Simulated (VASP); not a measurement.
Wanted: the native input for a VASP 6.6.1 run.

```yaml
Task: single point
Functional: r2SCAN
Potentials_or_basis: VASP PAW PBE potentials, release 64 (Al, O)
Cutoff: 520 eV
k_mesh: 6 × 6 × 6
Occupations: gaussian, width 0.01 eV
Spin: no spin polarisation
Dipole_correction: no
Further_INCAR_settings: ALGO = Normal; EDIFF = 1e-06; NBANDS = 35
```

Al2O3:

```
CELL_PARAMETERS angstrom
2.37932 1.37370 4.33179
-2.37932 1.37370 4.33179
0.00000 -2.74740 4.33179
ATOMIC_POSITIONS crystal
Al 0.35191 0.35191 0.35191
Al 0.14809 0.14809 0.14809
Al 0.64809 0.64809 0.64809
Al 0.85191 0.85191 0.85191
O 0.55637 0.94363 0.25000
O 0.25000 0.55637 0.94363
O 0.94363 0.25000 0.55637
O 0.44363 0.05637 0.75000
O 0.75000 0.44363 0.05637
O 0.05637 0.75000 0.44363
```

The input as run:

POSCAR

```
Al2O3
1.0
    2.3793212207      1.3737017472      4.3317945566
   -2.3793212207      1.3737017472      4.3317945566
    0.0000000000     -2.7474034945      4.3317945566
Al O
4 6
Direct
    0.3519098052      0.3519098052      0.3519098052
    0.1480901948      0.1480901948      0.1480901948
    0.6480901948      0.6480901948      0.6480901948
    0.8519098052      0.8519098052      0.8519098052
    0.5563680095      0.9436319905      0.2500000000
    0.2500000000      0.5563680095      0.9436319905
    0.9436319905      0.2500000000      0.5563680095
    0.4436319905      0.0563680095      0.7500000000
    0.7500000000      0.4436319905      0.0563680095
    0.0563680095      0.7500000000      0.4436319905
```

INCAR.step1

```
  PREC = Accurate
  ENCUT = 520
  ISMEAR = 0
  SIGMA = 0.01
  LREAL = F
  LASPH = T
  NELM = 100
  NBANDS = 35
  GGA = PE
  ALGO = Normal
  EDIFF = 1E-4
  LWAVE = T
  LCHARG = F
```

INCAR.step2

```
  PREC = Accurate
  ENCUT = 520
  EDIFF = 1E-6
  ISMEAR = 0
  SIGMA = 0.01
  LREAL = F
  LASPH = T
  NELM = 100
  ALGO = Normal
  ISIF = 2
  LWAVE = F
  LCHARG = F
  METAGGA = R2SCAN
  LMIXTAU = T
  NBANDS = 35
  ISTART = 1
```

KPOINTS

```
regular mesh
0
Gamma
  6 6 6
```

Potentials or basis: VASP PAW PBE potentials, release 64 (Al, O).

Command:

```sh
$ cat potpaw_PBE.64/Al/POTCAR potpaw_PBE.64/O/POTCAR > POTCAR
$ cp INCAR.step1 INCAR
$ mpirun -np 1 vasp_std > vasp.out
$ cp INCAR.step2 INCAR
$ mpirun -np 1 vasp_std > vasp.out
```

It gave:

The pressure is -0.5 GPa, the largest force is 0.019 eV/Å and the band gap on the k mesh is 7.16 eV.

Caveat: the PAW data sets were made with another functional, which shifts forces and pressure a little.

Wall time 3.1 min on 1 thread of Intel(R) Xeon(R) 6975P-C (Granite Rapids), with other jobs on the host, peak memory 0.28 GiB.
